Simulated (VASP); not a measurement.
A run of VASP 6.6.1 is set up as follows.

INCAR

```
SYSTEM = TiAl3
  ALGO = Normal
  DIPOL = 0.5 0.5 0.502
  EDIFF = 1E-7
  ENCUT = 520
  GGA = PE
  IDIPOL = 3
  ISIF = 2
  ISMEAR = 0
  LASPH = .TRUE.
  LCHARG = .FALSE.
  LDIPOL = .TRUE.
  LREAL = .FALSE.
  LWAVE = .FALSE.
  NBANDS = 31
  NELM = 80
  PREC = Accurate
  SIGMA = 0.1
```

KPOINTS

```
k-points
0
G
  6 6 1
  0 0 0
```

The input POSCAR:

```
TiAl3
1.0
    5.0969736979      0.0000000000      0.0000000000
    2.1961599276      4.5995676372      0.0000000000
    0.0000000000      0.0000000000     18.0784240738
Al Ti
6 2
Direct
    0.5000000000      0.0000000000      0.3872018917
    0.0000000000      0.5000000000      0.3872018917
    0.0000000000      0.0000000000      0.4624006306
    0.0000000000      0.5000000000      0.5426186245
    0.5000000000      0.0000000000      0.5426186245
    0.5000000000      0.5000000000      0.6159928200
    0.5000000000      0.5000000000      0.4624006306
    0.0000000000      0.0000000000      0.6124580275
```

Potentials or basis: VASP PAW PBE potentials, release 64 (Al, Ti_sv).

Command:

```sh
$ cat potpaw_PBE.64/Al/POTCAR potpaw_PBE.64/Ti_sv/POTCAR > POTCAR
$ mpirun -np 1 vasp_std > vasp.out
```

Problem. What does it give for the band gap on the k mesh?

Solution. Zero (bands 21 and 22 overlap by 0.37 eV).

Problem. Estimate the largest force.

Solution. 0.635 eV/Å.

Forces in eV/Å, atoms in the order of the input:
```
Al   0.000  0.000  0.596
Al   0.000  0.000  0.596
Al   0.000  0.000 -0.635
Al   0.000  0.000 -0.003
Al   0.000  0.000 -0.003
Al   0.000  0.000 -0.002
Ti   0.000  0.000 -0.559
Ti   0.000  0.000  0.010
```
